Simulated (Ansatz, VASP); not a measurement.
**Two plane-wave programs on GaP**

INCAR

```
SYSTEM = GaP
ALGO = Normal
EDIFF = 1E-6
ENCUT = 500
GGA = PE
GGA_COMPAT = .FALSE.
ISIF = 2
ISMEAR = 0
LASPH = .TRUE.
LCHARG = .FALSE.
LREAL = .FALSE.
LWAVE = .FALSE.
NBANDS = 16
NELM = 120
PREC = Accurate
SIGMA = 0.02
```

Contents of KPOINTS:

```
k-points
0
G
  8 8 8
  0 0 0
```

The input POSCAR:

```
GaP
1.0
    0.0000000000      2.7533028934      2.7533028934
    2.7533028934      0.0000000000      2.7533028934
    2.7533028934      2.7533028934      0.0000000000
Ga P
1 1
Direct
    0.0000000000      0.0000000000      0.0000000000
    0.2500000000      0.2500000000      0.2500000000
```

Input for Ansatz:

```yaml
crystal:
  lattice:
    - [0.0, 2.7533028934, 2.7533028934]
    - [2.7533028934, 0.0, 2.7533028934]
    - [2.7533028934, 2.7533028934, 0.0]
  atoms:
    - { symbol: Ga, position: [0.0, 0.0, 0.0] }
    - { symbol: P, position: [0.25, 0.25, 0.25] }
basis:
  ecutwfc: 420
kpoints:
  mp_grid: { grid: [8, 8, 8] }
  band_path:
    path:
      - [[0.0, 0.0, 0.0], [-0.5, -0.5, 0.0], [-0.375, -0.375, 0.25]]
      - [[-0.375, 0.0, 0.375], [0.0, 0.0, 0.0], [0.0, 0.0, 0.5], [-0.5, -0.25, 0.25], [-0.5, -0.5, 0.0]]
    npoints: 10
hamiltonian:
  xc: pbe
  pseudopotentials: { kind: paw, azcp: { folder: soft_1 } }
scf:
  occupations: { method: gaussian, width: 0.02 }
  n_extra_bands: 7
output:
  forces: true
  stress: true
  eigenvalues: true
```

Alike in both runs: task single point; functional PBE; k mesh 8 × 8 × 8; occupations gaussian, width 0.02 eV; no spin polarisation.

```csv
,VASP,Ansatz
version,VASP 6.6.1,Ansatz 0.2.0
potentials or method,"VASP PAW PBE potentials, release 64 (Ga_d, P), cutoff 500 eV","scalar-relativistic, plane waves, PAW"
valence electrons in the cell,18,18
```

Ansatz gave:

- gap on the k mesh at the Fermi level (eV): 1.58
- least direct gap on the mesh (eV): 1.58
- pressure (GPa): 0.0

**Question.** What did VASP give for the same quantities?

**Answer.** gap on the k mesh at the Fermi level (eV): 1.57; least direct gap on the mesh (eV): 1.57; pressure (GPa): -0.1.
